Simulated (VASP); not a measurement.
# ZrMo2C2 (P6/mmm) in VASP: a series of runs

Runs on ZrMo2C2. Level: PBE. Tasks: single point.

Everything below comes from runs of VASP 6.6.1. Logs are shortened: lines on timing, memory, paths and dates and some standing lists are left out, and cuts for length are marked.

### 1 The cell of the first run

Symmetry: P6/mmm, No. 191, hexagonal system. Conventional cell: a = 4.194 Å, b = 4.194 Å, c = 5.585 Å, α = 90.00°, β = 90.00°, γ = 120.00°. Zr (site symmetry 6/mmm) has 2 C at 2.12 Å within 2.8 Å. Mo (site symmetry -6m2) has 3 Mo at 2.42 Å and 6 C at 2.51 Å within 3.2 Å. Within 1.8 Å of C (site symmetry 6mm) lie 1 C at 1.35 Å.

### 2 Single point, PBE

The input, INCAR:

```
SYSTEM = ZrMo2C2
ALGO = Normal
EDIFF = 1E-7
ENCUT = 520
GGA = PE
ISIF = 2
ISMEAR = 0
LASPH = .TRUE.
LCHARG = .FALSE.
LREAL = .FALSE.
LWAVE = .FALSE.
NBANDS = 32
NELM = 80
PREC = Accurate
SIGMA = 0.1
```

The input, KPOINTS:

```
k-points
0
G
  6 6 4
  0 0 0
```

The input, POSCAR:

```
ZrMo2C2
1.0
    4.1937018030     -0.0000000028      0.0000000000
   -2.0968508991      3.6318522987      0.0000000000
    0.0000000000      0.0000000000      5.5847442827
Zr Mo C
1 2 2
Direct
    0.0000000000      0.0000000000      0.0000000000
    0.3333333333      0.6666666667      0.5000000000
    0.6666666667      0.3333333333      0.5000000000
    0.0000000000      0.0000000000      0.6209942700
    0.0000000000      0.0000000000      0.3790057300
```

Potentials or basis: VASP PAW PBE potentials, release 64 (Zr_sv, Mo_sv, C).

The run is started by

```
> cat potpaw_PBE.64/Zr_sv/POTCAR potpaw_PBE.64/Mo_sv/POTCAR potpaw_PBE.64/C/POTCAR > POTCAR
> mpirun -np 1 vasp_std > vasp.out
```

OUTCAR:

```text
SYSTEM = ZrMo2C2
   EDIFF = 1E-7
   ENCUT = 520
   GGA = PE
   ISIF = 2
   ISMEAR = 0
   LASPH = .TRUE.
   LREAL = .FALSE.
   NELM = 80
   PREC = Accurate

 ion  position               nearest neighbor table
   1  0.000  0.000  0.000-   4 2.12   5 2.12   2 3.70   3 3.70   2 3.70   3 3.70   3 3.70   3 3.70
                             2 3.70   2 3.70   3 3.70   3 3.70   2 3.70   2 3.70
   2  0.333  0.667  0.500-   3 2.42   3 2.42   3 2.42   5 2.51   4 2.51   5 2.51   4 2.51   5 2.51
                             4 2.51   1 3.70   1 3.70   1 3.70   1 3.70   1 3.70   1 3.70
   3  0.667  0.333  0.500-   2 2.42   2 2.42   2 2.42   5 2.51   4 2.51   4 2.51   5 2.51   4 2.51
                             5 2.51   1 3.70   1 3.70   1 3.70   1 3.70   1 3.70   1 3.70
   4  0.000  0.000  0.621-   5 1.35   1 2.12   3 2.51   2 2.51   3 2.51   2 2.51   3 2.51   2 2.51

   5  0.000  0.000  0.379-   4 1.35   1 2.12   3 2.51   2 2.51   3 2.51   2 2.51   3 2.51   2 2.51

  LATTYP: Found a hexagonal cell.
 ALAT       =     4.1937018030
 C/A-ratio  =     1.3316979950

  Lattice vectors:

 A1 = (   4.1937018030,  -0.0000000028,   0.0000000000)
 A2 = (  -2.0968508991,   3.6318522987,   0.0000000000)
 A3 = (   0.0000000000,   0.0000000000,   5.5847442827)

Analysis of symmetry for initial positions (statically):
=====================================================================
 Subroutine PRICEL returns:
 Original cell was already a primitive cell.

 Routine SETGRP: Setting up the symmetry group for a
 hexagonal supercell.

 Subroutine GETGRP returns: Found 24 space group operations
 (whereof 24 operations were pure point group operations)
 out of a pool of 24 trial point group operations.

The static configuration has the point symmetry D_6h.

Analysis of symmetry for dynamics (positions and initial velocities):
=====================================================================
 Subroutine PRICEL returns:
 Original cell was already a primitive cell.

 Routine SETGRP: Setting up the symmetry group for a
 hexagonal supercell.

 Subroutine GETGRP returns: Found 24 space group operations
 (whereof 24 operations were pure point group operations)
 out of a pool of 24 trial point group operations.

The dynamic configuration has the point symmetry D_6h.

 Subroutine INISYM returns: Found 24 space group operations
 (whereof 24 operations are pure point group operations),
 and found     1 'primitive' translations

----------------------------------------------------------------------------------------

                                     Primitive cell

  volume of cell :      85.0607

  direct lattice vectors                    reciprocal lattice vectors
     4.193701803 -0.000000003  0.000000000     0.238452815  0.137670797  0.000000000
    -2.096850899  3.631852299  0.000000000     0.000000000  0.275341594  0.000000000
     0.000000000  0.000000000  5.584744283     0.000000000  0.000000000  0.179059228

  length of vectors
     4.193701803  4.193701803  5.584744283     0.275341594  0.275341594  0.179059228

  position of ions in fractional coordinates (direct lattice)
     0.000000000  0.000000000  0.000000000
     0.333333333  0.666666667  0.500000000
     0.666666667  0.333333333  0.500000000
     0.000000000  0.000000000  0.620994270
     0.000000000  0.000000000  0.379005730

  ion indices of the primitive-cell ions
   primitive index   ion index
                 1           1
                 2           2
                 3           3
                 4           4
                 5           5

----------------------------------------------------------------------------------------

 KPOINTS: k-points

Automatic generation of k-mesh.
 Grid dimensions read from file:
 generate k-points for:    6    6    4

 Generating k-lattice:

  Cartesian coordinates                     Fractional coordinates (reciprocal lattice)
     0.039742136  0.022945133  0.000000000     0.166666667  0.000000000  0.000000000
     0.000000000  0.045890266  0.000000000     0.000000000  0.166666667  0.000000000
     0.000000000  0.000000000  0.044764807     0.000000000  0.000000000  0.250000000

  Length of vectors
     0.045890266  0.045890266  0.044764807

  Shift w.r.t. Gamma in fractional coordinates (k-lattice)
     0.000000000  0.000000000  0.000000000

 Subroutine IBZKPT returns following result:
 ===========================================

 Found     21 irreducible k-points:

 Following reciprocal coordinates:
            Coordinates               Weight
  0.000000  0.000000  0.000000      1.000000
  0.166667  0.000000  0.000000      6.000000
  0.333333  0.000000  0.000000      6.000000
  0.500000  0.000000  0.000000      3.000000
  0.166667  0.166667  0.000000      6.000000
  0.333333  0.166667  0.000000     12.000000
[... 13 lines left out ...]
  0.333333  0.166667  0.500000     12.000000
  0.333333  0.333333  0.500000      2.000000
   k-points           NKPTS =     21   k-points in BZ     NKDIM =     21   number of bands    NBANDS=     32
   number of dos      NEDOS =    301   number of ions     NIONS =      5
   total plane-waves  NPLWV =  43008
   dimension x,y,z NGX =    32 NGY =   32 NGZ =   42
   dimension x,y,z NGXF=    64 NGYF=   64 NGZF=   84
   ions per type =               1   2   2
   NGX,Y,Z   is equivalent  to a cutoff of  12.69, 12.69, 12.50 a.u.
   NGXF,Y,Z  is equivalent  to a cutoff of  25.37, 25.37, 25.01 a.u.
 SYSTEM =  ZrMo2C2
   PREC   = accura    normal or accurate (medium, high low for compatibility)
   ISTART =      0    job   : 0-new  1-cont  2-samecut
   ICHARG =      2    charge: 1-file 2-atom 10-const
   ISPIN  =      1    spin polarized calculation?
   LNONCOLLINEAR =      F non collinear calculations
   LSORBIT =      F    spin-orbit coupling
   LASPH  =      T    aspherical Exc in radial PAW
   ENCUT  =  520.0 eV  38.22 Ry    6.18 a.u.   7.80  7.80 10.38*2*pi/ulx,y,z
   NELM   =     80;   NELMIN=  2; NELMDL= -5     # of ELM steps
   EDIFF  = 0.1E-06   stopping-criterion for ELM
   LREAL  =      F    real-space projection
   EDIFFG = 0.1E-05   stopping-criterion for IOM
   NSW    =      0    number of steps for IOM
   IBRION =     -1    ionic relax: 0-MD 1-quasi-New 2-CG
   NFREE  =      0    steps in history (QN), initial steepest desc. (CG)
   ISIF   =      2    stress and relaxation
   ISYM   =      2    0-nonsym 1-usesym 2-fastsym
   POTIM  = 0.5000    time-step for ionic-motion
   TEBEG  =    0.0;   TEEND  =   0.0 temperature during run
   PSTRESS=    0.0 pullay stress
   NELECT =      48.0000    total number of electrons
   NUPDOWN=      -1.0000    fix difference up-down
   EMIN   =  10.00;   EMAX   =-10.00  energy-range for DOS
   EFERMI =   0.00;   METHOD = LEGACY
   ISMEAR =     0;   SIGMA  =   0.10  broadening in eV -4-tet -1-fermi 0-gaus
   EFERMI_NEDOS =   21; number of points for ismear=-14 and -15
   IALGO  =     38    algorithm
   IMIX   =      4    mixing-type and parameters
     AMIX     =   0.40;   BMIX     =  1.00
     AMIX_MAG =   1.60;   BMIX_MAG =  1.00
  volume/ion in A,a.u.               =      17.01       114.80
  Fermi-wavevector in a.u.,A,eV,Ry     =   1.352837  2.556492 24.900958  1.830169
  Thomas-Fermi vector in A             =   2.480143
   LORBIT       =      0    0 simple, 1 ext, 2 COOP (PROOUT), +10 PAW based schemes
   GGA     = PE    functional components
   LHFCALC =     F    Hartree Fock is set to
   AEXX    =    0.0000 exact exchange contribution
   IVDW    =     0    specifies the selected vdW correction
   LEPSILON=     F    determine dielectric tensor
   LRPA    =     F    only Hartree local field effects (RPA)
 non-spin polarized calculation
 Gauss-broadening in eV      SIGMA  =   0.10
  energy-cutoff  :      520.00
  volume of cell :       85.06
 maximum number of plane-waves:      2313
 NGX is ok and might be reduce to    32
   NGX = 15   NGY = 15   NGZ = 21

 number of electron      48.0000004 magnetization

 Free energy of the ion-electron system (eV)
  ---------------------------------------------------
  ext. energy  EPLUGINS =         0.00000000
  ---------------------------------------------------
  free energy    TOTEN  =       -44.30146652 eV

  energy without entropy =      -44.27485567  energy(sigma->0) =      -44.28816110

 E-fermi :   7.7372     XC(G=0): -10.9848

 val. band max:        7.7163661498   @ k =   0.1667   0.0000   0.5000
 cond. band min:       7.7401930413   @ k =   0.3333   0.1667   0.2500
 fundamental gap:      0.0238268916
 Fermi energy:         7.7372428634

 k-point     1 :       0.0000    0.0000    0.0000
  band No.  band energies     occupation
      1     -53.3194      2.00000
      2     -52.7120      2.00000
      3     -41.9249      2.00000
      4     -28.0213      2.00000
      5     -28.0213      2.00000
      6     -27.4572      2.00000
[... 24 lines left out ...]
     31      11.3090      0.00000
     32      11.3659      0.00000

 k-point     2 :       0.1667    0.0000    0.0000
  band No.  band energies     occupation
      1     -53.2849      2.00000
      2     -52.7494      2.00000
      3     -41.9244      2.00000
      4     -28.0645      2.00000
      5     -27.9479      2.00000
      6     -27.4287      2.00000
[... 24 lines left out ...]
     31      11.2668      0.00000
     32      11.6885      0.00000

 k-point     3 :       0.3333    0.0000    0.0000
  band No.  band energies     occupation
      1     -53.1951      2.00000
      2     -52.8447      2.00000
      3     -41.9234      2.00000
      4     -28.1439      2.00000
      5     -27.7756      2.00000
      6     -27.3551      2.00000
[... 24 lines left out ...]
     31      10.4997      0.00000
     32      10.7876      0.00000

 k-point     4 :       0.5000    0.0000    0.0000
  band No.  band energies     occupation
      1     -53.1224      2.00000
      2     -52.9202      2.00000
      3     -41.9228      2.00000
      4     -28.1807      2.00000
      5     -27.6671      2.00000
      6     -27.2958      2.00000
[... 24 lines left out ...]
     31      10.3787      0.00000
     32      10.3897      0.00000

 k-point     5 :       0.1667    0.1667    0.0000
  band No.  band energies     occupation
      1     -53.2216      2.00000
      2     -52.8169      2.00000
      3     -41.9236      2.00000
      4     -28.1435      2.00000
      5     -27.7944      2.00000
      6     -27.3767      2.00000
[... 479 lines left out ...]
     31      10.5300      0.00000
     32      10.8088      0.00000

 k-point    19 :       0.1667    0.1667    0.5000
  band No.  band energies     occupation
      1     -53.2216      2.00000
      2     -52.8169      2.00000
      3     -41.9236      2.00000
      4     -28.1436      2.00000
      5     -27.7943      2.00000
      6     -27.3766      2.00000
[... 24 lines left out ...]
     31      10.4023      0.00000
     32      10.5236      0.00000

 k-point    20 :       0.3333    0.1667    0.5000
  band No.  band energies     occupation
      1     -53.1224      2.00000
      2     -52.9202      2.00000
      3     -41.9228      2.00000
      4     -28.2231      2.00000
      5     -27.5661      2.00000
      6     -27.2961      2.00000
[... 24 lines left out ...]
     31      10.6644      0.00000
     32      10.8535      0.00000

 k-point    21 :       0.3333    0.3333    0.5000
  band No.  band energies     occupation
      1     -53.0220      2.00000
      2     -53.0220      2.00000
      3     -41.9226      2.00000
      4     -28.2753      2.00000
      5     -27.2151      2.00000
      6     -27.2151      2.00000
[... 24 lines left out ...]
     31      10.6830      0.00000
     32      11.6071      0.00000

------------------------ aborting loop because EDIFF is reached ----------------------------------------

  FORCE on cell =-STRESS in cart. coord.  units (eV):
  Direction    XX          YY          ZZ          XY          YZ          ZX
  --------------------------------------------------------------------------------------
  -------------------------------------------------------------------------------------
  Total        0.1973318      0.1973318      0.0796707     -0.0000000      0.0000000      0.0000000
  in kB        3.7168818      3.7168818      1.5006525     -0.0000000      0.0000000      0.0000000
  external PRESSURE =       2.9781387 kB  Pullay stress =       0.0000000 kB

 VOLUME and BASIS-vectors are now :
 -----------------------------------------------------------------------------
  energy-cutoff  :      520.00
  volume of cell :       85.06
      direct lattice vectors                 reciprocal lattice vectors
     4.193701803 -0.000000003  0.000000000     0.238452815  0.137670797  0.000000000
    -2.096850899  3.631852299  0.000000000     0.000000000  0.275341594  0.000000000
     0.000000000  0.000000000  5.584744283     0.000000000  0.000000000  0.179059228

 POSITION                                       TOTAL-FORCE (eV/Angst)
 -----------------------------------------------------------------------------------
      0.00000      0.00000      0.00000         0.000000     -0.000000      0.000000
      0.00000      2.42123      2.79237         0.000000     -0.000000     -0.000000
      2.09685      1.21062      2.79237        -0.000000      0.000000      0.000000
      0.00000      0.00000      3.46809         0.000000     -0.000000      0.070709
      0.00000      0.00000      2.11665         0.000000      0.000000     -0.070709
 -----------------------------------------------------------------------------------
    total drift:                                0.000000     -0.000000     -0.000000

  FREE ENERGIE OF THE ION-ELECTRON SYSTEM (eV)
  ---------------------------------------------------
  free  energy   TOTEN  =       -44.3014665242 eV

  energy  without entropy=      -44.2748556685  energy(sigma->0) =      -44.28816110
```

Run time: 29 s. Hardware: 1 thread of Intel Xeon Platinum 8559C (Emerald Rapids), shared host; peak memory 0.22 GiB.

What came out:

```yaml
Free_energy: -44.3015 eV
Pressure: 0.3 GPa
Largest_force: 0.071 eV/Å
Band_gap_on_the_k_mesh: zero (band 24 reaches 8.11 eV, above the bottom of band 25 at 6.58 eV)
```

Forces on the atoms (eV/Å):
```
Zr   0.000  0.000  0.000
Mo   0.000  0.000  0.000
Mo   0.000  0.000  0.000
C    0.000  0.000  0.071
C    0.000  0.000 -0.071
```

Stress tensor (GPa, compression positive):
```
0.37 0.00 0.00
0.00 0.37 0.00
0.00 0.00 0.15
```

Levels at points of the mesh, in eV from the Fermi level:
```
           k point  band 20  band 21  band 22  band 23  band 24  band 25  band 26  band 27  band 28  band 29
(0.00, 0.00, 0.00)    -2.00    -1.82    -1.82    -0.97    -0.45    -0.45     0.69     0.69     1.49     2.78
(0.50, 0.00, 0.00)    -2.77    -1.83    -1.58    -1.00     0.02     1.28     1.49     1.80     1.83     1.98
(0.00, 0.00, 0.50)    -2.22    -1.37    -0.80    -0.80    -0.37    -0.37     1.13     1.13     1.48     1.61
(0.50, 0.00, 0.50)    -2.18    -1.70    -1.55    -1.29     0.14     0.53     1.71     1.80     2.08     2.28
```

### 3 Single point, PBE

This run uses another cell than the first one, of 18.67 Å³/atom, 1.098 times its volume.

The input, INCAR:

```
PREC = Accurate ; ENCUT = 520
EDIFF = 1E-6 ; ISMEAR = 0
SIGMA = 0.1 ; LREAL = F
LASPH = T ; NELM = 100
ALGO = Normal ; ISIF = 2
LWAVE = F ; LCHARG = F
GGA = PE ; NBANDS = 32
```

The input, KPOINTS:

```
regular mesh
0
Gamma
  6 6 4
```

The input, POSCAR:

```
ZrMo2C2
1.0
    4.3473563700      0.0000000000      0.0000000000
   -2.1736781800      3.7649210500      0.0000000000
    0.0000000000      0.0000000000      5.7040953000
Zr Mo C
1 2 2
Direct
    0.0000000000      0.0000000000      0.0000000000
    0.3333333300      0.6666666700      0.5000000000
    0.6666666700      0.3333333300      0.5000000000
    0.0000000000      0.0000000000      0.7141255000
    0.0000000000      0.0000000000      0.2858745000
```

Potentials or basis: VASP PAW PBE potentials, release 64 (Zr_sv, Mo_sv, C).

The run is started by

```
> cat potpaw_PBE.64/Zr_sv/POTCAR potpaw_PBE.64/Mo_sv/POTCAR potpaw_PBE.64/C/POTCAR > POTCAR
> mpirun -np 1 vasp_std > vasp.out
```

Run time: 27 s. Hardware: 1 thread of Intel Xeon Platinum 8559C (Emerald Rapids), shared host; peak memory 0.22 GiB.

Results (log left out):

```yaml
Free_energy: -34.8969 eV
Pressure: 6.5 GPa
Largest_force: 13.293 eV/Å
Band_gap_on_the_k_mesh: zero (band 24 reaches 6.94 eV, above the bottom of band 25 at 6.15 eV)
```

Forces in eV/Å, atoms in the order of the input:
```
Zr    0.000   0.000   0.000
Mo    0.000   0.000   0.000
Mo    0.000   0.000   0.000
C     0.000   0.000 -13.293
C     0.000   0.000  13.293
```

Stress tensor (GPa, compression positive):
```
-16.79   0.00   0.00
  0.00 -16.79   0.00
  0.00   0.00  53.17
```

Levels at points of the mesh, in eV from the Fermi level:
```csv
k point,band 21,band 22,band 23,band 24,band 25,band 26,band 27,band 28
"(0.00, 0.00, 0.00)",-1.81,-1.81,-0.56,-0.56,0.19,0.94,0.94,1.07
"(0.50, 0.00, 0.00)",-1.63,-1.39,-1.10,-0.76,-0.23,0.96,1.95,1.98
"(0.00, 0.00, 0.50)",-1.80,-1.80,-0.50,-0.50,0.13,0.13,0.29,0.67
"(0.50, 0.00, 0.50)",-2.01,-1.60,-0.10,-0.04,0.90,1.29,1.35,1.65
```

Caveat: forces of over 1 eV/Å act on the atoms, so gaps and moduli don't describe the material at rest.

### 4 Single point, PBE

The input, INCAR:

```
SYSTEM = ZrMo2C2
ALGO     = Normal         ! electronic algorithm
EDIFF    = 1E-6           ! SCF threshold, eV
ENCUT    = 520            ! plane-wave cutoff, eV
GGA      = PE             ! functional
ISIF     = 2              ! what is computed and relaxed
ISMEAR   = 0              ! smearing method
LASPH    = .True.         ! aspherical terms in the spheres
LCHARG   = .False.        ! write CHGCAR
LREAL    = .False.        ! projectors in reciprocal space
LWAVE    = .False.        ! write WAVECAR
NBANDS   = 32             ! bands
NELM     = 80             ! most SCF steps
PREC     = Accurate       ! precision mode
SIGMA    = 0.1            ! smearing width, eV
```

The input, KPOINTS:

```
k-points
0
Gamma
  12 12 8
  0 0 0
```

The input, POSCAR:

```
ZrMo2C2
1.0
    4.1882465159      0.0000000000      0.0000000000
   -2.0941232579      3.6271278800      0.0000000000
    0.0000000000      0.0000000000      5.5904118975
Zr Mo C
1 2 2
Direct
    0.0000000000      0.0000000000      0.0000000000
    0.3333333333      0.6666666667      0.5000000000
    0.6666666667      0.3333333333      0.5000000000
    0.0000000000      0.0000000000      0.6208608106
    0.0000000000      0.0000000000      0.3791391894
```

The run is started by

```
> cat potpaw_PBE.64/Zr_sv/POTCAR potpaw_PBE.64/Mo_sv/POTCAR potpaw_PBE.64/C/POTCAR > POTCAR
> mpirun -np 1 vasp_std > vasp.out
```

Run time: 3.1 min. Hardware: 1 thread of AMD EPYC 7R13, shared host; peak memory 0.37 GiB.

The run converged. Its results:

* Free energy: -44.3563 eV
* Pressure: 0.4 GPa
* Largest force: 0.073 eV/Å
* Band gap on the k mesh: zero (band 24 reaches 8.15 eV, above the bottom of band 25 at 6.59 eV)

Forces on the atoms (eV/Å):
```
Zr   0.000  0.000  0.000
Mo   0.000  0.000  0.000
Mo   0.000  0.000  0.000
C    0.000  0.000  0.073
C    0.000  0.000 -0.073
```

Stress tensor (GPa, compression positive):
```
0.51 0.00 0.00
0.00 0.51 0.00
0.00 0.00 0.25
```

Levels at points of the mesh, in eV from the Fermi level:
```tsv
k point	band 20	band 21	band 22	band 23	band 24	band 25	band 26	band 27	band 28	band 29
(0.00, 0.00, 0.00)	-1.98	-1.79	-1.79	-0.94	-0.42	-0.42	0.73	0.73	1.54	2.82
(0.50, 0.00, 0.00)	-2.74	-1.79	-1.54	-0.98	0.06	1.32	1.53	1.84	1.87	2.02
(0.00, 0.00, 0.50)	-2.19	-1.34	-0.78	-0.78	-0.34	-0.34	1.16	1.16	1.53	1.65
(0.50, 0.00, 0.50)	-2.15	-1.67	-1.50	-1.27	0.18	0.57	1.76	1.84	2.12	2.31
```

### 5 Overview

| cell | k mesh | gap on the mesh (eV) | pressure (GPa) | largest force (eV/Å) |
| --- | --- | --- | --- | --- |
| a = 4.194, b = 4.194, c = 5.585 Å, angles 90.0, 90.0, 120.0°, 5 atoms | 6 × 6 × 4 | none | 0.3 | 0.07 |
| a = 4.347, b = 4.347, c = 5.704 Å, angles 90.0, 90.0, 120.0°, 5 atoms | 6 × 6 × 4 | none | 6.5 | 13.29 |
| a = 4.188, b = 4.188, c = 5.590 Å, angles 90.0, 90.0, 120.0°, 5 atoms | 12 × 12 × 8 | none | 0.4 | 0.07 |

Alike in all rows: task single point; level PBE; potentials or basis VASP PAW PBE potentials, release 64 (Zr_sv, Mo_sv, C); no spin polarisation; cutoff (eV) 520; smearing gaussian 0.1 eV.

Caveats: forces of over 1 eV/Å act on the atoms, so gaps and moduli don't describe the material at rest (some runs).

Absolute energies hang on the potentials; compare differences alone.
